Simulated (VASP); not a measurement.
A run of VASP 6.6.1 is set up as follows.

The input INCAR:

```
SYSTEM = Ti
ALGO = Fast ; EDIFF = 1E-6
ENCUT = 520 ; GGA = PS
ISIF = 2 ; ISMEAR = 0
LASPH = .True. ; LCHARG = .False.
LREAL = .False. ; LWAVE = .False.
NBANDS = 19 ; NELM = 80
PREC = Accurate ; SIGMA = 0.1
```

The input KPOINTS:

```
k-points
0
Gamma
  18 18 10
  0 0 0
```

File POSCAR:

```
Ti
1.0
    2.8770824949      0.0000000000      0.0000000000
   -1.4385412474      2.4916265294      0.0000000000
    0.0000000000      0.0000000000      4.5555267051
Ti
2
Direct
    0.3333333333      0.6666666667      0.2500000000
    0.6666666667      0.3333333333      0.7500000000
```

Potentials or basis: VASP PAW PBE potentials, release 64 (Ti_sv).

Launch:

```bash
$ cat potpaw_PBE.64/Ti_sv/POTCAR > POTCAR
$ mpirun -np 1 vasp_std > vasp.out
```

Task: Predict the pressure.

Result: 2.5 GPa.

Task: What does it give for the band gap on the k mesh?

Result: Zero (band 12 reaches 9.68 eV, above the bottom of band 13 at 8.56 eV).

Caveat: the PAW data sets were made with another functional, which shifts forces and pressure a little.
